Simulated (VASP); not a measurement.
# ScAl (Pm-3m) in VASP: further runs, part 2 of 2

VASP 6.6.1. Earlier steps stand in the parts before.

## (4) Vibrations by perturbation theory, PBEsol (19.14 Å³/atom)

This run uses another cell than the first one, of 19.14 Å³/atom.

Contents of INCAR:

```
SYSTEM = ScAl
  PREC = Accurate
  ENCUT = 520
  EDIFF = 1E-8
  ISMEAR = -1
  SIGMA = 0.15
  LREAL = .FALSE.
  LASPH = .TRUE.
  NELM = 100
  ALGO = Fast
  ISIF = 2
  LWAVE = .FALSE.
  LCHARG = .FALSE.
  GGA = PS
  NBANDS = 14
  IBRION = 8
  NSW = 1
```

Contents of KPOINTS:

```
regular mesh
0
G
  12 12 12
  0 0 0
```

Contents of POSCAR:

```
ScAl
1.0
    3.3700622201      0.0000000000      0.0000000000
    0.0000000000      3.3700622201      0.0000000000
    0.0000000000      0.0000000000      3.3700622201
Sc Al
1 1
Direct
    0.5000000000      0.5000000000      0.5000000000
    0.0000000000      0.0000000000      0.0000000000
```

Potentials or basis: VASP PAW PBE potentials, release 64 (Sc_sv, Al).

On the command line:

```console
cat potpaw_PBE.64/Sc_sv/POTCAR potpaw_PBE.64/Al/POTCAR > POTCAR
mpirun -np 1 vasp_std > vasp.out
```

OUTCAR:

```text
SYSTEM = ScAl
   PREC = Accurate
   ENCUT = 520
   EDIFF = 1E-8
   ISMEAR = -1
   LREAL = .FALSE.
   LASPH = .TRUE.
   NELM = 100
   ISIF = 2
   GGA = PS
   IBRION = 8
   NSW = 1

 ion  position               nearest neighbor table
   1  0.500  0.500  0.500-   2 2.92   2 2.92   2 2.92   2 2.92   2 2.92   2 2.92   2 2.92   2 2.92

   2  0.000  0.000  0.000-   1 2.92   1 2.92   1 2.92   1 2.92   1 2.92   1 2.92   1 2.92   1 2.92

  LATTYP: Found a simple cubic cell.
 ALAT       =     3.3700622201

  Lattice vectors:

[... 664 lines left out ...]
               1X          1Y          1Z          2X          2Y          2Z
  1X    -4.905306    0.000000   -0.000000    4.905306   -0.000000    0.000000
  1Y     0.000000   -4.905306   -0.000000   -0.000000    4.905306    0.000000
  1Z     0.000000    0.000000   -4.905306   -0.000000   -0.000000    4.905306
  2X     4.893864    0.000000    0.000000   -4.893864   -0.000000   -0.000000
  2Y     0.000000    4.893864   -0.000000   -0.000000   -4.893864    0.000000
  2Z    -0.000000   -0.000000    4.893864    0.000000    0.000000   -4.893864

 Eigenvectors and eigenvalues of the dynamical matrix
 ----------------------------------------------------

   1 f  =    8.425979 THz    52.941989 2PiTHz  281.060416 cm-1    34.847035 meV
             X         Y         Z           dx          dy          dz
      1.685031  1.685031  1.685031     0.612872   -0.000000   -0.000000
      0.000000  0.000000  0.000000    -0.790182    0.000000    0.000000
[... 21 lines left out ...]
   6 f/i=    0.004765 THz     0.029937 2PiTHz    0.158932 cm-1     0.019705 meV
             X         Y         Z           dx          dy          dz
      1.685031  1.685031  1.685031     0.790097   -0.011587    0.000000
      0.000000  0.000000  0.000000     0.612806   -0.008987    0.000000

--------------------------------------------------------------------------------------------------------

 ELASTIC MODULI CONTR FROM IONIC RELAXATION (kBar)
 Direction    XX          YY          ZZ          XY          YZ          ZX
 --------------------------------------------------------------------------------
 XX           0.0000      0.0000      0.0000      0.0000      0.0000      0.0000
 YY           0.0000      0.0000      0.0000      0.0000      0.0000      0.0000
 ZZ           0.0000      0.0000      0.0000      0.0000      0.0000      0.0000
 XY           0.0000      0.0000      0.0000      0.0000      0.0000      0.0000
 YZ           0.0000      0.0000      0.0000      0.0000      0.0000      0.0000
 ZX           0.0000      0.0000      0.0000      0.0000      0.0000      0.0000
 --------------------------------------------------------------------------------
```

OSZICAR:

```text
N       E                     dE             d eps       ncg     rms          rms(c)
DAV:   1     0.118148141355E+03    0.11815E+03   -0.66312E+03  2416   0.935E+02
DAV:   2    -0.976098788462E+01   -0.12791E+03   -0.12479E+03  2364   0.311E+02
DAV:   3    -0.127759141161E+02   -0.30149E+01   -0.29457E+01  3476   0.592E+01
DAV:   4    -0.128436137929E+02   -0.67700E-01   -0.67599E-01  2790   0.745E+00
[... 49 lines left out ...]
RMM:   8    -0.622372645575E-02   -0.36888E-06   -0.73586E-09 10272   0.570E-04    0.284E-04
RMM:   9    -0.622377102882E-02   -0.44573E-07   -0.11282E-09  9851   0.207E-04    0.103E-05
RMM:  10    -0.622378505242E-02   -0.14024E-07   -0.20647E-10 10322   0.755E-05    0.354E-05
RMM:  11    -0.622378776727E-02   -0.27149E-08   -0.49031E-11 10493   0.310E-05    0.161E-05
 Linear response finished
```

It took 3.7 min on 1 thread of AMD EPYC 9R45 (Zen 5), shared host; peak memory 0.34 GiB.

What came out:

```
Highest phonon frequency at Γ : 281 cm⁻¹
```

Phonon frequencies in cm⁻¹ (negative: imaginary):
| q point | frequencies |
| --- | --- |
| (0.000, 0.000, 0.000) | 0 0 0 281 281 281 |

Caveat: the cell stands under pressure or tension, which shifts response properties; the PAW data sets were made with another functional, which shifts forces and pressure a little.

## (5) Vibrations by perturbation theory, PBEsol

This run uses another cell than the first one, of 18.76 Å³/atom.

Contents of INCAR:

```
SYSTEM = ScAl
PREC = Accurate
ENCUT = 500
EDIFF = 1E-8
ISMEAR = -1
SIGMA = 0.15
LREAL = .FALSE.
LASPH = .TRUE.
NELM = 120
ALGO = Normal
ISIF = 2
LWAVE = .FALSE.
LCHARG = .FALSE.
GGA = PS
IBRION = 8
NSW = 1
GGA_COMPAT = .FALSE.
```

KPOINTS is that of step 4.

Contents of POSCAR:

```
ScAl
1.0
    3.3478901177      0.0000000000      0.0000000000
    0.0000000000      3.3478901177      0.0000000000
    0.0000000000      0.0000000000      3.3478901177
Sc Al
1 1
Direct
    0.5000000000      0.5000000000      0.5000000000
    0.0000000000      0.0000000000      0.0000000000
```

Potentials or basis: VASP PAW PBE potentials, release 64 (Sc_sv, Al).

On the command line:

```console
cat potpaw_PBE.64/Sc_sv/POTCAR potpaw_PBE.64/Al/POTCAR > POTCAR
mpirun -np 1 vasp_std > vasp.out
```

OUTCAR:

```text
SYSTEM = ScAl
   PREC = Accurate
   ENCUT = 500
   EDIFF = 1E-8
   ISMEAR = -1
   LREAL = .FALSE.
   LASPH = .TRUE.
   NELM = 120
   ISIF = 2
   GGA = PS
   IBRION = 8
   NSW = 1

 ion  position               nearest neighbor table
   1  0.500  0.500  0.500-   2 2.90   2 2.90   2 2.90   2 2.90   2 2.90   2 2.90   2 2.90   2 2.90

   2  0.000  0.000  0.000-   1 2.90   1 2.90   1 2.90   1 2.90   1 2.90   1 2.90   1 2.90   1 2.90

  LATTYP: Found a simple cubic cell.
 ALAT       =     3.3478901177

  Lattice vectors:

 A1 = (   3.3478901177,   0.0000000000,   0.0000000000)
 A2 = (   0.0000000000,   3.3478901177,   0.0000000000)
 A3 = (   0.0000000000,   0.0000000000,   3.3478901177)

Analysis of symmetry for initial positions (statically):
=====================================================================
 Subroutine PRICEL returns:
 Original cell was already a primitive cell.

 Routine SETGRP: Setting up the symmetry group for a
 simple cubic supercell.

 Subroutine GETGRP returns: Found 48 space group operations
 (whereof 48 operations were pure point group operations)
 out of a pool of 48 trial point group operations.

The static configuration has the point symmetry O_h .

Analysis of symmetry for dynamics (positions and initial velocities):
=====================================================================
 Subroutine PRICEL returns:
 Original cell was already a primitive cell.

 Routine SETGRP: Setting up the symmetry group for a
 simple cubic supercell.

 Subroutine GETGRP returns: Found 48 space group operations
 (whereof 48 operations were pure point group operations)
 out of a pool of 48 trial point group operations.

The dynamic configuration has the point symmetry O_h .

 Subroutine INISYM returns: Found 48 space group operations
 (whereof 48 operations are pure point group operations),
 and found     1 'primitive' translations

----------------------------------------------------------------------------------------

                                     Primitive cell

  volume of cell :      37.5244

  direct lattice vectors                    reciprocal lattice vectors
     3.347890118  0.000000000  0.000000000     0.298695586  0.000000000  0.000000000
     0.000000000  3.347890118  0.000000000     0.000000000  0.298695586  0.000000000
     0.000000000  0.000000000  3.347890118     0.000000000  0.000000000  0.298695586

  length of vectors
     3.347890118  3.347890118  3.347890118     0.298695586  0.298695586  0.298695586

  position of ions in fractional coordinates (direct lattice)
     0.500000000  0.500000000  0.500000000
     0.000000000  0.000000000  0.000000000

  ion indices of the primitive-cell ions
   primitive index   ion index
                 1           1
                 2           2

[... 136 lines left out ...]
      8       8.9057      0.00000
      9       8.9057      0.00000
     10       8.9057      0.00000
     11       9.9490      0.00000
[... 309 lines left out ...]
 k-point    24 :       0.4167    0.3333    0.0000
  band No.  band energies     occupation
      1     -43.0008      2.00000
      2     -21.8662      2.00000
      3     -21.8273      2.00000
      4     -21.6749      2.00000
      5       0.8137      2.00000
      6       3.3944      2.00000
      7       4.7255      1.99980
      8       6.4005      0.24560
      9       7.5134      0.00017
     10       7.9494      0.00001
     11       9.8620      0.00000

 [... further k-points ...]

------------------------ aborting loop because EDIFF is reached ----------------------------------------

  FORCE on cell =-STRESS in cart. coord.  units (eV):
  Direction    XX          YY          ZZ          XY          YZ          ZX
  --------------------------------------------------------------------------------------
  -------------------------------------------------------------------------------------
  Total        0.0289305      0.0289305      0.0289305     -0.0000000     -0.0000000      0.0000000
  in kB        1.2352432      1.2352432      1.2352432     -0.0000000     -0.0000000      0.0000000
  external PRESSURE =       1.2352432 kB  Pullay stress =       0.0000000 kB

 VOLUME and BASIS-vectors are now :
 -----------------------------------------------------------------------------
  energy-cutoff  :      500.00
  volume of cell :       37.52
      direct lattice vectors                 reciprocal lattice vectors
     3.347890118  0.000000000  0.000000000     0.298695586  0.000000000  0.000000000
     0.000000000  3.347890118  0.000000000     0.000000000  0.298695586  0.000000000
     0.000000000  0.000000000  3.347890118     0.000000000  0.000000000  0.298695586

 POSITION                                       TOTAL-FORCE (eV/Angst)
 -----------------------------------------------------------------------------------
      1.67395      1.67395      1.67395         0.000000      0.000000      0.000000
      0.00000      0.00000      0.00000         0.000000      0.000000      0.000000
 -----------------------------------------------------------------------------------
    total drift:                                0.000000     -0.000000     -0.000000

  FREE ENERGIE OF THE ION-ELECTRON SYSTEM (eV)
  ---------------------------------------------------
  free  energy   TOTEN  =       -11.6563187969 eV

  energy  without entropy=      -11.5807582085  energy(sigma->0) =      -11.61853850

[... ionic steps 2 to 3 ...]

--------------------------------------- Ionic step        4  -------------------------------------------

------------------------ aborting loop because EDIFF is reached ----------------------------------------

[... ionic steps 5 to 6 ...]

--------------------------------------- Ionic step        7  -------------------------------------------

 Free energy of the ion-electron system (eV)
  ---------------------------------------------------
  ---------------------------------------------------
  free energy    TOTEN  =        -0.00621603 eV

  energy without entropy =       -0.00621603

------------------------ aborting loop because EDIFF is reached ----------------------------------------

 INTERNAL STRAIN TENSOR  FOR ION    2  DIRECTION 1   (eV/Angst):
 -----------------------------------------------------------------------------
    -0.01541  0.00000 -0.00000
     0.00000  0.00919  0.00000
     0.00000  0.00000  0.00919

 INTERNAL STRAIN TENSOR FOR ION    2 for displacements in x,y,z  (eV/Angst):
          X           Y           Z          XY          YZ          ZX
  --------------------------------------------------------------------------------
  x     0.00000     0.00000     0.00000     0.00000     0.00000     0.00000
  y     0.00000     0.00000     0.00000     0.00000     0.00000     0.00000
  z     0.00000     0.00000     0.00000     0.00000     0.00000     0.00000

 SECOND DERIVATIVES (NOT SYMMETRIZED)
 ------------------------------------
               1X          1Y          1Z          2X          2Y          2Z
  1X    -5.215348   -0.000000    0.000000    5.215348    0.000000   -0.000000
  1Y    -0.000000   -5.215348    0.000000    0.000000    5.215348   -0.000000
  1Z    -0.000000   -0.000000   -5.215348    0.000000    0.000000    5.215348
  2X     5.216700    0.000000    0.000000   -5.216700   -0.000000    0.000000
  2Y     0.000000    5.216700   -0.000000    0.000000   -5.216700    0.000000
  2Z     0.000000    0.000000    5.216700   -0.000000    0.000000   -5.216700

 Eigenvectors and eigenvalues of the dynamical matrix
 ----------------------------------------------------

   1 f  =    8.695226 THz    54.633714 2PiTHz  290.041510 cm-1    35.960548 meV
             X         Y         Z           dx          dy          dz
      1.673945  1.673945  1.673945     0.000000   -0.612375   -0.000000
      0.000000  0.000000  0.000000    -0.000000    0.790567    0.000000
[... 21 lines left out ...]
   6 f/i=    0.000545 THz     0.003427 2PiTHz    0.018192 cm-1     0.002255 meV
             X         Y         Z           dx          dy          dz
      1.673945  1.673945  1.673945    -0.000000   -0.000000    0.790567
      0.000000  0.000000  0.000000    -0.000000    0.000000    0.612375

--------------------------------------------------------------------------------------------------------

 ELASTIC MODULI CONTR FROM IONIC RELAXATION (kBar)
 Direction    XX          YY          ZZ          XY          YZ          ZX
 --------------------------------------------------------------------------------
 XX           0.0000      0.0000      0.0000      0.0000      0.0000      0.0000
 YY           0.0000      0.0000      0.0000      0.0000      0.0000      0.0000
 ZZ           0.0000      0.0000      0.0000      0.0000      0.0000      0.0000
 XY           0.0000      0.0000      0.0000      0.0000      0.0000      0.0000
 YZ           0.0000      0.0000      0.0000      0.0000      0.0000      0.0000
 ZX           0.0000      0.0000      0.0000      0.0000      0.0000      0.0000
 --------------------------------------------------------------------------------
```

OSZICAR:

```text
N       E                     dE             d eps       ncg     rms          rms(c)
DAV:   1     0.137386331309E+03    0.13739E+03   -0.67948E+03  1928   0.117E+03
DAV:   2    -0.912057643977E+01   -0.14651E+03   -0.14329E+03  2086   0.407E+02
DAV:   3    -0.127528155403E+02   -0.36322E+01   -0.34558E+01  2885   0.777E+01
[... 45 lines left out ...]
RMM:   7    -0.621607613834E-02   -0.18565E-05   -0.11839E-07  7818   0.405E-03    0.681E-04
RMM:   8    -0.621579673946E-02    0.27940E-06   -0.17873E-08  8437   0.114E-03    0.282E-04
RMM:   9    -0.621604577600E-02   -0.24904E-06   -0.40773E-09  7867   0.357E-04    0.305E-05
RMM:  10    -0.621602604058E-02    0.19735E-07   -0.26443E-09  8292   0.155E-04    0.436E-05
RMM:  11    -0.621603014218E-02   -0.41016E-08   -0.23596E-09  8068   0.841E-05    0.155E-05
 Linear response finished
```

stdout:

```text
POSCAR found type information on POSCAR ScAl
 POSCAR found :  2 types and       2 ions
 scaLAPACK will be used
 -----------------------------------------------------------------------------
|                                                                             |
|                                                                             |
|     You enforced a specific xc type in the INCAR file but a different       |
|     I HOPE YOU KNOW WHAT YOU ARE DOING!                                     |
|                                                                             |
 -----------------------------------------------------------------------------

 LDA part: xc-table for (Slater+PW92), standard interpolation
 POSCAR, INCAR and KPOINTS ok, starting setup
 FFT: planning ... GRIDC
 FFT: planning ... GRID_SOFT
 FFT: planning ... GRID
 WAVECAR not read
 entering main loop
 Linear response reoptimize wavefunctions to high precision
 Linear response DOF=           2
 Linear response progress:
 first order change of Fermi-energy   0.84429E-03
 force on displaced ion       1 direction 1 :  -5.215  -0.000   0.000
 Linear response progress:
 first order change of Fermi-energy   0.35622E-04
 force on displaced ion       2 direction 1 :  -5.217   0.000  -0.000
 Linear response finished
```

Wall time 3.1 min (1 thread of Intel Xeon 8259CL, shared host); peak memory 0.32 GiB.

Results:

| Quantity | Value |
| --- | --- |
| Highest phonon frequency at Γ | 290 cm⁻¹ |

Phonon frequencies in cm⁻¹ (negative: imaginary):
| q point | frequencies |
| --- | --- |
| (0.000, 0.000, 0.000) | 0 0 0 290 290 290 |

Caveat: the PAW data sets were made with another functional, which shifts forces and pressure a little.
